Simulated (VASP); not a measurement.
A run of VASP 6.6.1:

Contents of INCAR:

```
PREC = Accurate ; ENCUT = 520
EDIFF = 1E-6 ; ISMEAR = -1
SIGMA = 0.06122561905347299 ; LREAL = False
LASPH = True ; NELM = 80
ALGO = Normal ; ISIF = 2
LWAVE = False ; LCHARG = False
GGA = PE ; NBANDS = 14
```

Contents of KPOINTS:

```
Automatic mesh
0
Gamma
  19 19 19
```

The input POSCAR:

```
Bi
1.0
    0.0000000000      2.5631155712      2.5631155712
    2.5631155712      0.0000000000      2.5631155712
    2.5631155712      2.5631155712      0.0000000000
Bi
1
Direct
    0.0000000000      0.0000000000      0.0000000000
```

Potentials or basis: VASP PAW PBE potentials, release 64 (Bi_d).

Launch:

```console
$ cat potpaw_PBE.64/Bi_d/POTCAR > POTCAR
$ mpirun -np 1 vasp_std > vasp.out
```

Hardware: 1 thread of Intel(R) Xeon(R) Platinum 8488C (Sapphire Rapids) (shared host).

Q: Estimate the wall time of this run.

A: It took 39 s on 1 thread of Intel(R) Xeon(R) Platinum 8488C (Sapphire Rapids), with other jobs on the host, peak memory 0.22 GiB. Counts: scf iterations 10, k points 220.
